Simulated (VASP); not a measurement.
A run of VASP 6.6.1 is set up as follows.

The input INCAR:

```
PREC = Accurate
ENCUT = 520
EDIFF = 1E-6
ISMEAR = -1
SIGMA = 0.05
LREAL = False
LASPH = True
NELM = 100
ALGO = Normal
ISIF = 2
LWAVE = False
LCHARG = False
NBANDS = 12
```

The input KPOINTS:

```
Automatic mesh
0
Gamma
  16 16 16
```

File POSCAR:

```
Ga
1.0
   -1.5873630470      1.5873630470      1.5873630470
    1.5873630470     -1.5873630470      1.5873630470
    1.5873630470      1.5873630470     -1.5873630470
Ga
1
Direct
    0.0000000000      0.0000000000      0.0000000000
```

Potentials or basis: VASP PAW LDA potentials, release 64 (Ga_d).

The run is started by

```sh
$ cat potpaw_LDA.64/Ga_d/POTCAR > POTCAR
$ mpirun -np 1 vasp_std > vasp.out
```

Estimate the band gap on the k mesh.

zero (an odd number of electrons rules out a gap without spin polarisation).

What does it give for the pressure?

6.6 GPa.

Caveat: the cell stands under pressure.
